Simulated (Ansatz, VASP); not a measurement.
**Al3Ag5 in VASP and in Ansatz**

```
Al Ag
1.0
     5.81702    0.00000    0.00000
    -2.90851    5.03769    0.00000
     0.00000    0.00000    6.02082
Al Ag
3 5
Direct
  0.50000 0.00000 0.00000
  0.00000 0.50000 0.00000
  0.50000 0.50000 0.00000
  0.33333 0.66667 0.21078
  0.66667 0.33333 0.21078
  0.66667 0.33333 0.78922
  0.33333 0.66667 0.78922
  0.00000 0.00000 0.00000
```

Alike in both runs: task relaxation of cell and atoms; functional PBE; k mesh 3 × 3 × 4; occupations gaussian, width 0.1 eV; no spin polarisation.

|  | VASP | Ansatz |
| --- | --- | --- |
| version | VASP 6.6.1 | Ansatz 0.2.0 |
| potentials or method | VASP PAW PBE potentials, release 64 (Al, Ag), cutoff 600 eV | scalar-relativistic, plane waves, PAW |
| valence electrons in the cell | 64 | 104 |

```tsv
	VASP	Ansatz	Ansatz less VASP
gap on the k mesh at the Fermi level, each at its own relaxed structure (eV)	none	none	-
relaxed volume (Å³/atom)	22.54	22.56	+0.013
relaxed length of the cell vector where the two differ most in proportion (Å)	7.193	7.180	-0.0137
```

A gap of «none» marks a metal or a gap that the smearing closes. VASP's potentials hold 64 valence electrons a cell and Ansatz's 104, so a difference there can come from the potentials and not from the codes.

The k mesh is coarse, so the values compare programs but aren't converged.
